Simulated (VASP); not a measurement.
## InP: single point with PBEsol

The system is InP.

```
In P
1.0
     0.00000    2.85500    2.85500
     2.85500    0.00000    2.85500
     2.85500    2.85500    0.00000
In P
1 1
Direct
  0.00000 0.00000 0.00000
  0.58757 0.58757 0.41243
```

This cell differs from its parent crystal: all P atoms moved -0.500 Å, as atom 2 towards its neighbour atom 1 (In) at 2.855 Å.

| Property | Result |
| --- | --- |
| Program | VASP 6.6.1 |
| Task | single point |
| Functional | PBEsol |
| Potentials or basis | VASP PAW PBE potentials, release 64 (In_d, P) |
| Cutoff | 520 eV |
| k mesh | 14 × 14 × 14 |
| Occupations | gaussian, width 0.15 eV |
| Spin | no spin polarisation |

The pressure is -2.2 GPa and the largest force is 1.991 eV/Å. The band gap on the k mesh is zero (bands 9 and 10 overlap by 2.00 eV).

Forces on the atoms (eV/Å):
```
In   0.000  0.000  1.991
P    0.000  0.000 -1.991
```

Stress tensor (GPa, compression positive):
```
-9.63  0.00  0.00
 0.00 -9.63  0.00
 0.00  0.00 12.63
```

Levels at points of the mesh, in eV from the Fermi level:
| k point | band 6 | band 7 | band 8 | band 9 | band 10 | band 11 | band 12 | band 13 |
| --- | --- | --- | --- | --- | --- | --- | --- | --- |
| (0.00, 0.00, 0.00) | -11.44 | -0.40 | -0.05 | 0.10 | 0.10 | 5.70 | 5.70 | 7.02 |
| (0.50, 0.00, 0.00) | -9.63 | -6.08 | -0.36 | 0.07 | 2.32 | 3.61 | 4.20 | 4.73 |
| (0.50, 0.50, 0.00) | -8.64 | -5.35 | -2.02 | -2.02 | -1.63 | 3.99 | 9.26 | 9.26 |
| (0.00, 0.50, 0.50) | -8.90 | -4.38 | -2.92 | -1.68 | -1.53 | 3.22 | 9.36 | 9.66 |

Wall time 91 s on 1 thread of AMD EPYC 9R45 (Zen 5), on a shared host, peak memory 0.27 GiB.

Caveat: the cell differs from its parent crystal (all P atoms moved -0.500 Å, as atom 2 towards its neighbour atom 1 (In) at 2.855 Å); the stress differs along the axes, from -10 to 13 GPa; the PAW data sets were made with another functional, which shifts forces and pressure a little; spin-orbit coupling is left out, which moves the levels of the heavy elements.
